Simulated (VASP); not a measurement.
Input of a VASP 6.6.1 run:

INCAR

```
  PREC = Accurate
  ENCUT = 500
  EDIFF = 1E-7
  ISMEAR = -1
  SIGMA = 0.1
  LREAL = False
  LASPH = True
  NELM = 120
  ALGO = Normal
  ISIF = 3
  LWAVE = False
  LCHARG = False
  GGA = PS
  IBRION = 2
  NSW = 100
  EDIFFG = -0.002
  GGA_COMPAT = False
  NELMIN = 4
```

KPOINTS

```
regular mesh
0
Gamma
  12 12 12
```

The input POSCAR:

```
TlCl
1.0
    3.8340000000      0.0000000000      0.0000000000
    0.0000000000      3.8340000000      0.0000000000
    0.0000000000      0.0000000000      3.8340000000
Tl Cl
1 1
Direct
    0.0000000000      0.0000000000      0.0000000000
    0.5000000000      0.5000000000      0.5000000000
```

Potentials or basis: VASP PAW PBE potentials, release 64 (Tl_d, Cl).

The run is started by

```console
$ cat potpaw_PBE.64/Tl_d/POTCAR potpaw_PBE.64/Cl/POTCAR > POTCAR
$ mpirun -np 1 vasp_std > vasp.out
```

Problem. Estimate the space group after relaxing (to 0.1 Å).

Solution. Pm-3m (No. 221).

Problem. What does it give for the relaxed cell?

Solution. a = 3.766 Å, b = 3.766 Å, c = 3.766 Å, α = 90.00°, β = 90.00°, γ = 90.00°.

Problem. What does it give for the band gap on the k mesh?

Solution. 1.79 eV.

Final structure:
```
Tl Cl
1.0
     3.76607    0.00000    0.00000
     0.00000    3.76607    0.00000
     0.00000    0.00000    3.76607
Tl Cl
1 1
Cartesian
  3.7661 3.7661 0.0000
  1.8830 1.8830 1.8830
```

Caveat: spin-orbit coupling is left out, which moves the levels of the heavy elements. A k mesh can miss the band edges.
